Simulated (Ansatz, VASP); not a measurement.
# One calculation of ZrS2, two programs

```
Zr S
1.0
     3.69138    0.00000    0.00000
    -1.84569    3.19683    0.00000
     0.00000    0.00000    6.04108
Zr S
1 2
Direct
  0.00000 0.00000 0.00000
  0.66667 0.33333 0.76209
  0.33333 0.66667 0.23791
```

Alike in both runs: task single point; functional PBEsol; k mesh 6 × 6 × 3; no spin polarisation.

```csv
,VASP,Ansatz
version,VASP 6.6.1,Ansatz 0.2.0
potentials or method,"VASP PAW PBE potentials, release 64 (Zr_sv, S), cutoff 500 eV","plane waves, PAW"
occupations,"fermi-dirac, width 0.1 eV",fermi-dirac
valence electrons in the cell,24,24
```

|  | VASP | Ansatz | Ansatz less VASP |
| --- | --- | --- | --- |
| pressure (GPa) | -2.4 | -2.5 | -0.05 |
| traceless stress, the component that is largest in VASP (GPa) | 1.10 | 1.09 | -0.018 |

VASP's potentials were made for PBE, not for PBEsol.
